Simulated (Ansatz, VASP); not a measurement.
## Two plane-wave programs on RbBr

The input POSCAR:

```
RbBr
1.0
    0.0000000000      3.4270000000      3.4270000000
    3.4270000000      0.0000000000      3.4270000000
    3.4270000000      3.4270000000      0.0000000000
Rb Br
1 1
Direct
    0.0000000000      0.0000000000      0.0000000000
    0.5000000000      0.5000000000      0.5000000000
```

INCAR.step1

```
SYSTEM = RbBr
  PREC = Accurate
  ENCUT = 520
  EDIFF = 1E-5
  ISMEAR = -1
  SIGMA = 0.05
  LREAL = .FALSE.
  LASPH = .TRUE.
  NELM = 80
  ALGO = Normal
  ISIF = 2
  LWAVE = .TRUE.
  LCHARG = .FALSE.
  GGA = PE
  NBANDS = 15
```

The input INCAR.step2:

```
SYSTEM = RbBr
  PREC = Accurate
  ENCUT = 520
  EDIFF = 1E-6
  ISMEAR = -1
  SIGMA = 0.05
  LREAL = .FALSE.
  LASPH = .TRUE.
  NELM = 80
  ALGO = Normal
  ISIF = 2
  LWAVE = .FALSE.
  LCHARG = .FALSE.
  GGA = PE
  LHFCALC = .TRUE.
  HFSCREEN = 0.2079
  PRECFOCK = Normal
  ISTART = 1
  NBANDS = 15
```

File KPOINTS:

```
Automatic mesh
0
G
  4 4 4
  0 0 0
```

Contents of input:

```
crystal:
  lattice:
    - [0.0, 3.427, 3.427]
    - [3.427, 0.0, 3.427]
    - [3.427, 3.427, 0.0]
  atoms:
    - { symbol: Rb, position: [0.0, 0.0, 0.0] }
    - { symbol: Br, position: [0.5, 0.5, 0.5] }
hamiltonian:
  xc: hse06
  pseudopotentials: { kind: paw }
kpoints:
  mp_grid: { grid: [4, 4, 4] }
scf:
  occupations: { method: fermi_dirac, width: 0.05 }
output:
  forces: true
  stress: true
  eigenvalues: true
  write_density: true
  write_potential: true
  elf: true
  volumetric_format: npy
```

Alike in both runs: task single point; functional HSE06; k mesh 4 × 4 × 4; occupations fermi-dirac, width 0.05 eV; no spin polarisation.

|  | VASP | Ansatz |
| --- | --- | --- |
| version | VASP 6.6.1 | Ansatz 0.2.0 |
| potentials or method | VASP PAW PBE potentials, release 64 (Rb_sv, Br) | Ansatz PAW |
| plane-wave cutoff (eV) | 520 | 420 |
| valence electrons in the cell | 16 | 16 |

```csv
,VASP,Ansatz,Ansatz less VASP
gap on the k mesh at the Fermi level (eV),5.52,5.52,+0.001
least direct gap on the mesh (eV),5.52,5.52,+0.001
pressure (GPa),0.8,0.8,0.00
```

With one functional, cell and mesh, what is left measures potentials, basis and numerics.
